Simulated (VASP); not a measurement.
Write the native input for VASP 6.6.1 that does the following.

| Quantity | Value |
| --- | --- |
| Task | single point |
| Functional | r2SCAN |
| Potentials or basis | VASP PAW PBE potentials, release 64 (Na_pv, Cl) |
| Cutoff | 520 eV |
| k mesh | 8 × 8 × 8 |
| Occupations | gaussian, width 0.02 eV |
| Spin | no spin polarisation |
| Dipole correction | no |
| Further INCAR settings | ALGO = Normal; EDIFF = 1e-06; NBANDS = 14 |

Crystal: NaCl.

```
Na Cl
1.0
     0.00000    2.80398    2.80398
     2.80398    0.00000    2.80398
     2.80398    2.80398    0.00000
Na Cl
1 1
Direct
  0.00000 0.00000 0.00000
  0.50000 0.50000 0.50000
```

One way to write it, as run:

POSCAR

```
NaCl
1.0
    0.0000000000      2.8039804130      2.8039804130
    2.8039804130      0.0000000000      2.8039804130
    2.8039804130      2.8039804130      0.0000000000
Na Cl
1 1
Direct
    0.0000000000      0.0000000000      0.0000000000
    0.5000000000      0.5000000000      0.5000000000
```

INCAR.step1

```
SYSTEM = NaCl
PREC = Accurate ; ENCUT = 520
ISMEAR = 0 ; SIGMA = 0.02
LREAL = .FALSE. ; LASPH = .TRUE.
NELM = 100 ; NBANDS = 14
GGA = PE ; ALGO = Normal
EDIFF = 1E-4 ; LWAVE = .TRUE.
LCHARG = .FALSE.
```

INCAR.step2

```
SYSTEM = NaCl
PREC = Accurate ; ENCUT = 520
EDIFF = 1E-6 ; ISMEAR = 0
SIGMA = 0.02 ; LREAL = .FALSE.
LASPH = .TRUE. ; NELM = 100
ALGO = Normal ; ISIF = 2
LWAVE = .FALSE. ; LCHARG = .TRUE.
METAGGA = R2SCAN ; LMIXTAU = .TRUE.
LELF = .TRUE. ; LVHAR = .TRUE.
NBANDS = 14 ; ISTART = 1
```

KPOINTS

```
Automatic mesh
0
G
  8 8 8
  0 0 0
```

Potentials or basis: VASP PAW PBE potentials, release 64 (Na_pv, Cl).

Command:

```bash
$ cat potpaw_PBE.64/Na_pv/POTCAR potpaw_PBE.64/Cl/POTCAR > POTCAR
$ cp INCAR.step1 INCAR
$ mpirun -np 1 vasp_std > vasp.out
$ cp INCAR.step2 INCAR
$ mpirun -np 1 vasp_std > vasp.out
```

Results of the run:

| Item | Value |
| --- | --- |
| Pressure | -0.2 GPa |
| Band gap on the k mesh | 5.99 eV, direct |

Caveat: the PAW data sets were made with another functional, which shifts forces and pressure a little.

Run time: 100 s on 1 thread of Intel Xeon 6975P-C, with other jobs on the host, peak memory 0.17 GiB.
